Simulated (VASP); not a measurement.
**LiF: single point with r2SCAN**

Crystal: LiF.

```
Li F
1.0
     0.00000    2.04594    1.99487
     2.04594    0.00000    1.99487
     2.04594    2.04594    0.00000
Li F
1 1
Cartesian
  0.0000 0.0000 0.0000
  2.0459 2.0459 1.9949
```

This cell differs from its parent crystal: biaxial xy strain +2.6%.

```
Program                : VASP 6.6.1
Task                   : single point
Functional             : r2SCAN
Potentials or basis    : VASP PAW PBE potentials, release 64 (Li_sv, F)
Cutoff                 : 520 eV
k mesh                 : 10 × 10 × 10
Occupations            : gaussian, width 0.01 eV
Spin                   : no spin polarisation
Dipole correction      : no
Further INCAR settings : ALGO = Normal; EDIFF = 1e-06; NBANDS = 12
```

```yaml
Band_gap_on_the_k_mesh: 10.03 eV
```

Levels at points of the mesh, in eV from the valence-band top:
```
           k point  band 1  band 2  band 3  band 4  band 5  band 6  band 7  band 8  band 9  band 10
(0.00, 0.00, 0.00)  -42.13  -21.06   -0.06    0.00    0.00   10.03   25.18   25.18   25.38    25.53
(0.50, 0.00, 0.00)  -42.08  -20.66   -2.44   -0.28   -0.23   11.69   17.83   19.99   20.48    31.72
(0.50, 0.50, 0.00)  -42.06  -20.40   -2.92   -1.04   -1.04   16.14   17.08   18.83   21.37    21.38
(0.50, 0.00, 0.50)  -42.07  -20.43   -2.93   -1.05   -0.89   15.66   17.44   18.78   21.54    21.96
```

Wall time 68 s on 1 thread of Intel Xeon 8259CL, on a shared host, peak memory 0.15 GiB.

Caveat: the cell differs from its parent crystal (biaxial xy strain +2.6%). A k mesh can miss the band edges.
